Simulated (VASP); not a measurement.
# Li2S (Fm-3m) in VASP: notebook, part 2 of 2

VASP 6.6.1. The steps go on from the part before.

**3. Single point, HSE06**

Contents of POSCAR:

```
Li2S
1.0
    0.0000000000      2.8540007422      2.8540007422
    2.8540007422      0.0000000000      2.8540007422
    2.8540007422      2.8540007422      0.0000000000
Li S
2 1
Direct
    0.2500000000      0.2500000000      0.2500000000
    0.7500000000      0.7500000000      0.7500000000
    0.0000000000      0.0000000000      0.0000000000
```

Contents of INCAR.step1:

```
PREC = Accurate ; ENCUT = 650
EDIFF = 1E-5 ; ISMEAR = 0
SIGMA = 0.05 ; LREAL = F
LASPH = T ; NELM = 120
ALGO = Normal ; ISIF = 2
LWAVE = T ; LCHARG = F
NBANDS = 13 ; GGA = PE
GGA_COMPAT = F
```

Contents of INCAR.step2:

```
PREC = Accurate ; ENCUT = 650
EDIFF = 1E-6 ; ISMEAR = 0
SIGMA = 0.05 ; LREAL = F
LASPH = T ; NELM = 120
ALGO = Normal ; ISIF = 2
LWAVE = F ; LCHARG = F
GGA = PE ; LHFCALC = T
HFSCREEN = 0.2079 ; PRECFOCK = Normal
NBANDS = 13 ; ISTART = 1
GGA_COMPAT = F
```

Contents of KPOINTS:

```
Automatic mesh
0
Gamma
  4 4 4
```

Potentials or basis: VASP PAW PBE potentials, release 64 (Li_sv, S).

Command:

```bash
cat potpaw_PBE.64/Li_sv/POTCAR potpaw_PBE.64/S/POTCAR > POTCAR
cp INCAR.step1 INCAR
mpirun -np 1 vasp_std > vasp.out
cp INCAR.step2 INCAR
mpirun -np 1 vasp_std > vasp.out
```

OUTCAR:

```text
PREC = Accurate
   ENCUT = 650
   EDIFF = 1E-6
   ISMEAR = 0
   LREAL = F
   LASPH = T
   NELM = 120
   ISIF = 2
   GGA = PE
   LHFCALC = T
   HFSCREEN = 0.2079
   PRECFOCK = Normal
   ISTART = 1

 ion  position               nearest neighbor table
   1  0.250  0.250  0.250-   3 2.47   3 2.47   3 2.47   3 2.47
   2  0.750  0.750  0.750-   3 2.47   3 2.47   3 2.47   3 2.47
   3  0.000  0.000  0.000-   2 2.47   2 2.47   2 2.47   1 2.47   2 2.47   1 2.47   1 2.47   1 2.47

  LATTYP: Found a face centered cubic cell.
 ALAT       =     5.7080014844

  Lattice vectors:

 A1 = (   0.0000000000,   2.8540007422,   2.8540007422)
 A2 = (   2.8540007422,   0.0000000000,   2.8540007422)
 A3 = (   2.8540007422,   2.8540007422,   0.0000000000)

Analysis of symmetry for initial positions (statically):
=====================================================================
 Subroutine PRICEL returns:
 Original cell was already a primitive cell.

 Routine SETGRP: Setting up the symmetry group for a
 face centered cubic supercell.

 Subroutine GETGRP returns: Found 48 space group operations
 (whereof 48 operations were pure point group operations)
 out of a pool of 48 trial point group operations.

The static configuration has the point symmetry O_h .

Analysis of symmetry for dynamics (positions and initial velocities):
=====================================================================
 Subroutine PRICEL returns:
 Original cell was already a primitive cell.

 Routine SETGRP: Setting up the symmetry group for a
 face centered cubic supercell.

 Subroutine GETGRP returns: Found 48 space group operations
 (whereof 48 operations were pure point group operations)
 out of a pool of 48 trial point group operations.

The dynamic configuration has the point symmetry O_h .

 Subroutine INISYM returns: Found 48 space group operations
 (whereof 48 operations are pure point group operations),
 and found     1 'primitive' translations

[... 116 lines left out ...]
   LEPSILON=     F    determine dielectric tensor
   LRPA    =     F    only Hartree local field effects (RPA)
 non-spin polarized calculation
 Gauss-broadening in eV      SIGMA  =   0.05
  energy-cutoff  :      650.00
  volume of cell :       46.49
 maximum number of plane-waves:      1807
 NGX is ok and might be reduce to    36
  NGX = 28; NGY = 28; NGZ = 28

 number of electron      11.9999999 magnetization

 Free energy of the ion-electron system (eV)
  ---------------------------------------------------
  ext. energy  EPLUGINS =         0.00000000
  ---------------------------------------------------
  free energy    TOTEN  =       -13.50888305 eV

  energy without entropy =      -13.50888305  energy(sigma->0) =      -13.50888305

 E-fermi :   1.0360     XC(G=0):  -7.0913

 val. band max:        0.7196270554   @ k =   0.0000   0.0000   0.0000
 cond. band min:       5.0563805869   @ k =   0.5000   0.5000   0.0000
 fundamental gap:      4.3367535315
 Fermi energy:         1.0360052254

 k-point     1 :       0.0000    0.0000    0.0000
  band No.  band energies     occupation
      1     -46.4483      2.00000
      2     -46.4055      2.00000
      3     -11.4408      2.00000
      4       0.7196      2.00000
      5       0.7196      2.00000
      6       0.7196      2.00000
      7       6.0181      0.00000
      8       8.1035      0.00000
      9       8.1035      0.00000
     10       8.1035      0.00000
     11      13.2152      0.00000
     12      13.2152      0.00000
     13      14.4212      0.00000
[... 98 lines left out ...]
  band No.  band energies     occupation
      1     -46.4252      2.00000
      2     -46.4252      2.00000
      3     -10.7924      2.00000
      4      -1.2685      2.00000
      5      -1.2685      2.00000
      6      -1.1315      2.00000
      7       7.2049      0.00000
      8       9.2161      0.00000
      9      10.8676      0.00000
     10      10.8676      0.00000
     11      14.0597      0.00000
     12      14.0597      0.00000
     13      14.8552      0.00000

------------------------ aborting loop because EDIFF is reached ----------------------------------------

  FORCE on cell =-STRESS in cart. coord.  units (eV):
  Direction    XX          YY          ZZ          XY          YZ          ZX
  --------------------------------------------------------------------------------------
  -------------------------------------------------------------------------------------
  Total       -0.2654696     -0.2654696     -0.2654696     -0.0000000      0.0000000      0.0000000
  in kB       -9.1481483     -9.1481483     -9.1481483     -0.0000000      0.0000000      0.0000000
  external PRESSURE =      -9.1481483 kB  Pullay stress =       0.0000000 kB

 VOLUME and BASIS-vectors are now :
 -----------------------------------------------------------------------------
  energy-cutoff  :      650.00
  volume of cell :       46.49
      direct lattice vectors                 reciprocal lattice vectors
     0.000000000  2.854000742  2.854000742    -0.175192666  0.175192666  0.175192666
     2.854000742  0.000000000  2.854000742     0.175192666 -0.175192666  0.175192666
     2.854000742  2.854000742  0.000000000     0.175192666  0.175192666 -0.175192666

 POSITION                                       TOTAL-FORCE (eV/Angst)
 -----------------------------------------------------------------------------------
      1.42700      1.42700      1.42700        -0.000000      0.000000      0.000000
      4.28100      4.28100      4.28100         0.000000     -0.000000     -0.000000
      0.00000      0.00000      0.00000         0.000000     -0.000000     -0.000000
 -----------------------------------------------------------------------------------
    total drift:                                0.000001      0.000000      0.000001

  FREE ENERGIE OF THE ION-ELECTRON SYSTEM (eV)
  ---------------------------------------------------
  free  energy   TOTEN  =       -13.5088830492 eV

  energy  without entropy=      -13.5088830492  energy(sigma->0) =      -13.50888305
```

OUTCAR.step1:

```text
PREC = Accurate
   ENCUT = 650
   EDIFF = 1E-5
   ISMEAR = 0
   LREAL = F
[... 335 lines left out ...]
      1.42700      1.42700      1.42700         0.000000      0.000000      0.000000
      4.28100      4.28100      4.28100        -0.000000     -0.000000     -0.000000
      0.00000      0.00000      0.00000        -0.000000      0.000000     -0.000000
 -----------------------------------------------------------------------------------
    total drift:                                0.000000      0.000000      0.000000

  FREE ENERGIE OF THE ION-ELECTRON SYSTEM (eV)
  ---------------------------------------------------
  free  energy   TOTEN  =       -11.9874171044 eV

  energy  without entropy=      -11.9874171044  energy(sigma->0) =      -11.98741710
```

It took 4 min on 1 thread of AMD EPYC 7R43 (Zen 3), shared host; peak memory 0.26 GiB.

What came out:

* Free energy: -13.5089 eV
* Pressure: -0.9 GPa
* Band gap on the k mesh: 4.34 eV (least direct gap 5.30 eV)

Caveat: the k points lie up to 0.48 Å⁻¹ apart; the PAW data sets were made with another functional, which shifts forces and pressure a little.

**4. Single point, PBE-based screened hybrid with 15 % exact exchange**

POSCAR is that of step 3.

Contents of INCAR.step1:

```
PREC = Accurate ; ENCUT = 650
EDIFF = 1E-5 ; ISMEAR = 0
SIGMA = 0.05 ; LREAL = F
LASPH = T ; NELM = 120
ALGO = Normal ; ISIF = 2
LWAVE = T ; NBANDS = 13
GGA = PE ; GGA_COMPAT = F
```

Contents of INCAR.step2:

```
PREC = Accurate ; ENCUT = 650
EDIFF = 1E-6 ; ISMEAR = 0
SIGMA = 0.05 ; LREAL = F
LASPH = T ; NELM = 120
ALGO = Normal ; ISIF = 2
LWAVE = F ; LCHARG = T
GGA = PE ; LHFCALC = T
AEXX = 0.15 ; HFSCREEN = 0.1
PRECFOCK = Normal ; LELF = T
LVHAR = T ; NBANDS = 13
ISTART = 1 ; GGA_COMPAT = F
```

Contents of KPOINTS:

```
regular mesh
0
Gamma
  4 4 4
```

Command:

```bash
cat potpaw_PBE.64/Li_sv/POTCAR potpaw_PBE.64/S/POTCAR > POTCAR
cp INCAR.step1 INCAR
mpirun -np 1 vasp_std > vasp.out
cp INCAR.step2 INCAR
mpirun -np 1 vasp_std > vasp.out
```

It took 3.7 min on 1 thread of AMD EPYC 7R43 (Zen 3), shared host; peak memory 0.27 GiB.

Results (log left out):

| Property | Result |
| --- | --- |
| Free energy | -13.1597 eV |
| Pressure | -0.7 GPa |
| Band gap on the k mesh | 4.15 eV (least direct gap 5.07 eV) |

Levels at points of the mesh, in eV from the valence-band top:
```tsv
k point	band 2	band 3	band 4	band 5	band 6	band 7	band 8	band 9	band 10	band 11
(0.00, 0.00, 0.00)	-45.95	-11.72	0.00	0.00	0.00	5.07	7.13	7.13	7.13	12.19
(0.50, 0.00, 0.00)	-45.97	-11.26	-3.04	-0.53	-0.53	6.98	7.47	7.47	9.33	13.86
(0.50, 0.50, 0.00)	-45.96	-11.12	-2.31	-1.49	-1.49	4.15	7.98	12.14	12.14	13.19
```

Caveat: the k points lie up to 0.48 Å⁻¹ apart; the PAW data sets were made with another functional, which shifts forces and pressure a little. A k mesh can miss the band edges.

**5. Single point, PBE-based screened hybrid with 25 % exact exchange**

POSCAR is that of step 4.

Contents of INCAR.step1:

```
  PREC = Accurate
  ENCUT = 650
  EDIFF = 1E-5
  ISMEAR = 0
  SIGMA = 0.05
  LREAL = F
  LASPH = T
  NELM = 120
  ALGO = Normal
  ISIF = 2
  LWAVE = T
  LCHARG = F
  NBANDS = 13
  GGA = PE
  GGA_COMPAT = F
```

Contents of INCAR.step2:

```
  PREC = Accurate
  ENCUT = 650
  EDIFF = 1E-6
  ISMEAR = 0
  SIGMA = 0.05
  LREAL = F
  LASPH = T
  NELM = 120
  ALGO = Normal
  ISIF = 2
  LWAVE = F
  LCHARG = F
  GGA = PE
  LHFCALC = T
  AEXX = 0.25
  HFSCREEN = 0.15
  PRECFOCK = Normal
  NBANDS = 13
  ISTART = 1
  GGA_COMPAT = F
```

KPOINTS is that of step 4.

Command:

```bash
cat potpaw_PBE.64/Li_sv/POTCAR potpaw_PBE.64/S/POTCAR > POTCAR
cp INCAR.step1 INCAR
mpirun -np 1 vasp_std > vasp.out
cp INCAR.step2 INCAR
mpirun -np 1 vasp_std > vasp.out
```

It took 3.9 min on 1 thread of AMD EPYC 7R43 (Zen 3), shared host; peak memory 0.27 GiB.

The run converged. Its results:

```
Free energy            : -13.7306 eV
Pressure               : -1.0 GPa
Band gap on the k mesh : 4.50 eV (least direct gap 5.46 eV)
```

Levels at points of the mesh, in eV from the valence-band top:
| k point | band 2 | band 3 | band 4 | band 5 | band 6 | band 7 | band 8 | band 9 | band 10 | band 11 |
| --- | --- | --- | --- | --- | --- | --- | --- | --- | --- | --- |
| (0.00, 0.00, 0.00) | -47.14 | -12.19 | 0.00 | 0.00 | 0.00 | 5.46 | 7.56 | 7.56 | 7.56 | 12.69 |
| (0.50, 0.00, 0.00) | -47.17 | -11.69 | -3.15 | -0.55 | -0.55 | 7.41 | 7.89 | 7.89 | 9.78 | 14.40 |
| (0.50, 0.50, 0.00) | -47.16 | -11.55 | -2.40 | -1.53 | -1.53 | 4.50 | 8.41 | 12.68 | 12.68 | 13.76 |

Caveat: the k points lie up to 0.48 Å⁻¹ apart; the PAW data sets were made with another functional, which shifts forces and pressure a little. A k mesh can miss the band edges.

**6. Single point, PBE-based screened hybrid with 15 % exact exchange**

POSCAR is that of step 5.

Contents of INCAR.step1:

```
ALGO = Normal
EDIFF = 1E-5
ENCUT = 650
GGA = PE
GGA_COMPAT = False
ISIF = 2
ISMEAR = 0
LASPH = True
LCHARG = False
LREAL = False
LWAVE = True
NBANDS = 13
NELM = 120
PREC = Accurate
SIGMA = 0.05
```

Contents of INCAR.step2:

```
AEXX = 0.15
ALGO = Normal
EDIFF = 1E-6
ENCUT = 650
GGA = PE
GGA_COMPAT = False
HFSCREEN = 0.20787
ISIF = 2
ISMEAR = 0
ISTART = 1
LASPH = True
LCHARG = False
LHFCALC = True
LREAL = False
LWAVE = False
NBANDS = 13
NELM = 120
PREC = Accurate
PRECFOCK = Normal
SIGMA = 0.05
```

Contents of KPOINTS:

```
k-points
0
Gamma
  4 4 4
```

Potentials or basis: VASP PAW PBE potentials, release 64 (Li_sv, S).

Command:

```bash
cat potpaw_PBE.64/Li_sv/POTCAR potpaw_PBE.64/S/POTCAR > POTCAR
cp INCAR.step1 INCAR
mpirun -np 1 vasp_std > vasp.out
cp INCAR.step2 INCAR
mpirun -np 1 vasp_std > vasp.out
```

Wall time 4.2 min (1 thread of AMD EPYC 7R43 (Zen 3), shared host); peak memory 0.27 GiB.

The run converged. Its results:

| Property | Result |
| --- | --- |
| Free energy | -12.8943 eV |
| Pressure | -0.6 GPa |
| Band gap on the k mesh | 3.95 eV (least direct gap 4.87 eV) |

Levels at points of the mesh, in eV from the valence-band top:
| k point | band 4 | band 5 | band 6 | band 7 | band 8 | band 9 |
| --- | --- | --- | --- | --- | --- | --- |
| (0.00, 0.00, 0.00) | 0.00 | 0.00 | 0.00 | 4.87 | 6.92 | 6.92 |
| (0.50, 0.00, 0.00) | -3.02 | -0.53 | -0.53 | 6.77 | 7.25 | 7.25 |
| (0.50, 0.50, 0.00) | -2.29 | -1.48 | -1.48 | 3.95 | 7.76 | 11.91 |

Caveat: the k points lie up to 0.48 Å⁻¹ apart; the PAW data sets were made with another functional, which shifts forces and pressure a little.

**7. Summary**

```csv
level,cutoff (eV),grid for exact exchange (PRECFOCK),share of exact exchange,screening parameter,gap on the mesh (eV),pressure (GPa)
PBE,750,-,-,-,3.39,-0.1
HSE06,650,Normal,0.25,0.2079 1/Å,4.34,-0.9
PBE-based screened hybrid with 15 % exact exchange,650,Normal,0.15,0.1 1/Å,4.15,-0.7
PBE-based screened hybrid with 25 % exact exchange,650,Normal,0.25,0.15 1/Å,4.50,-1.0
PBE-based screened hybrid with 15 % exact exchange,650,Normal,0.15,0.20787 1/Å,3.95,-0.6
```

Alike in all rows: task single point; potentials or basis VASP PAW PBE potentials, release 64 (Li_sv, S); no spin polarisation; cell as given; k mesh 4 × 4 × 4; smearing gaussian 0.05 eV.

Caveats: all runs use coarse meshes; the PAW data sets were made with another functional, which shifts forces and pressure a little (at least some runs).

Absolute energies hang on the potentials; compare differences alone.
